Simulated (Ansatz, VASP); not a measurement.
**FeO: VASP beside Ansatz**

```
Fe O
1.0
     1.58442    0.91477    2.48306
    -1.58442    0.91477    2.48306
     0.00000   -1.82953    2.48306
Fe O
1 1
Cartesian
  0.0000 0.0000 0.0000
  0.0000 0.0000 3.7246
```

Alike in both runs: functional PBE; k mesh 18 × 18 × 18; occupations gaussian, width 0.1 eV; collinear spin; Hubbard terms Fe d U = 5.3 eV.

Ansatz relaxed the structure, and its values are those at the end. VASP's run is a single point on that final structure, the one shown.

```csv
,VASP,Ansatz
version,VASP 6.6.1,Ansatz 0.2.0
potentials or method,"VASP PAW PBE potentials, release 64 (Fe_sv, O), cutoff 600 eV","scalar-relativistic, plane waves, PAW"
valence electrons in the cell,22,22
```

Ansatz gave:

- pressure (GPa): 0.0
- net moment per atom (μB): 2.00
- size of the moment on the site where the two differ most (μB): 3.54

Task: Estimate VASP's values.

Result: Pressure (GPa): -12.6; net moment per atom (μB): 2.01; size of the moment on the site where the two differ most (μB): 3.72.

Site moments also hang on the region over which each program counts them. The programs project onto different local orbitals, so the same U acts differently, and such runs can settle in different states.
